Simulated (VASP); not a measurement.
Sr: single point with PBEsol

The system is Sr.

```
CELL_PARAMETERS angstrom
4.18070 0.00000 0.00000
-2.09035 3.62059 0.00000
0.00000 0.00000 7.05000
ATOMIC_POSITIONS crystal
Sr 0.33333 0.66667 0.25000
Sr 0.66667 0.33333 0.75000
```

This cell differs from its parent crystal: strain -0.030 along x and y, +0.000 along z.

```json
{"Program": "VASP 6.6.1", "Task": "single point", "Functional": "PBEsol", "Potentials or basis": "VASP PAW PBE potentials, release 64 (Sr_sv)", "Cutoff": "520 eV", "k mesh": "15 × 15 × 8", "Occupations": "gaussian, width 0.15 eV", "Spin": "no spin polarisation"}
```

* Pressure: -0.2 GPa
* Band gap on the k mesh: zero (bands 10 and 11 overlap by 0.23 eV)

Stress tensor (GPa, compression positive):
```
 0.00  0.00  0.00
 0.00  0.00  0.00
 0.00  0.00 -0.62
```

Levels at points of the mesh, in eV from the Fermi level:
| k point | band 6 | band 7 | band 8 | band 9 | band 10 | band 11 | band 12 | band 13 | band 14 | band 15 |
| --- | --- | --- | --- | --- | --- | --- | --- | --- | --- | --- |
| (0.00, 0.00, 0.00) | -18.38 | -18.38 | -18.38 | -3.71 | -1.26 | -0.01 | 2.16 | 2.36 | 2.36 | 2.74 |
| (0.00, 0.00, 0.50) | -18.39 | -18.39 | -18.39 | -2.79 | -2.79 | 1.17 | 1.17 | 2.38 | 2.38 | 2.38 |

Wall time 2 min on 1 thread of Intel(R) Xeon(R) 6975P-C (Granite Rapids) (shared host), peak memory 0.36 GiB.

Caveat: the cell differs from its parent crystal (strain -0.030 along x and y, +0.000 along z); the PAW data sets were made with another functional, which shifts forces and pressure a little.
